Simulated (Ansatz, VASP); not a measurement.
# MoS2: VASP beside Ansatz

```
CELL_PARAMETERS angstrom
1.58000 0.91221 6.15000
-1.58000 0.91221 6.15000
0.00000 -1.82443 6.15000
ATOMIC_POSITIONS crystal
Mo 0.00000 0.00000 0.00000
S 0.41700 0.41700 0.41700
S 0.25000 0.25000 0.25000
```

Alike in both runs: task single point; functional PBE; k mesh 10 × 10 × 10; occupations gaussian, width 0.03 eV; no spin polarisation.

|  | VASP | Ansatz |
| --- | --- | --- |
| version | VASP 6.6.1 | Ansatz 0.2.0 |
| potentials or method | VASP PAW PBE potentials, release 64 (Mo_sv, S) | Ansatz PAW |
| plane-wave cutoff (eV) | 520 | 420 |
| valence electrons in the cell | 26 | 26 |

VASP gave:

```
gap on the k mesh at the Fermi level (eV)                     : 0.97
least direct gap on the mesh (eV)                             : 1.96
pressure (GPa)                                                : 5.2
traceless stress, the component that is largest in VASP (GPa) : 1.56
rms of the force components (eV/Å)                            : 0.221
```

Q: Estimate Ansatz's values.

A: gap on the k mesh at the Fermi level (eV): 0.95; least direct gap on the mesh (eV): 1.96; pressure (GPa): 5.4; traceless stress, the component that is largest in VASP (GPa): 1.60; rms of the force components (eV/Å): 0.228.

Atom by atom the forces differ by 0.007 eV/Å (rms over components).
